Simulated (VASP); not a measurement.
Co, 3 atoms in the cell. It takes space group P6/mmm (No. 191, hexagonal). Conventional cell: a = 4.060 Å, b = 4.060 Å, c = 2.489 Å, α = 90.00°, β = 90.00°, γ = 120.00°. Co (site symmetry 6/mmm) has 14 Co at 2.49 to 2.65 Å within 3.3 Å. Within 3.1 Å of Co (site symmetry -6m2) lie 11 Co at 2.34 to 2.65 Å. This isn't the form of Co at room conditions, which is hcp.

| Property | Result |
| --- | --- |
| Program | VASP 6.6.1 |
| Task | single point |
| Functional | PBE |
| Potentials or basis | VASP PAW PBE potentials, release 64 (Co) |
| Cutoff | 520 eV |
| k mesh | 11 × 11 × 15 |
| Occupations | fermi-dirac, width 0.1 eV |
| Spin | no spin polarisation |
| Dipole correction | no |
| Further INCAR settings | ALGO = Normal; EDIFF = 1e-06; NBANDS = 20 |

Potentials or basis: VASP PAW PBE potentials, release 64 (Co).

Command:

```sh
$ cat potpaw_PBE.64/Co/POTCAR > POTCAR
$ mpirun -np 1 vasp_std > vasp.out
```

Hardware: 1 thread of AMD EPYC 7R43 64-Core Processor (Zen 3), on a shared host.

Q: Estimate the wall time of this run.

A: Wall time 120 s on 1 thread of AMD EPYC 7R43 64-Core Processor (Zen 3) (shared host), peak memory 0.16 GiB. Counts: scf iterations 15, k points 128.
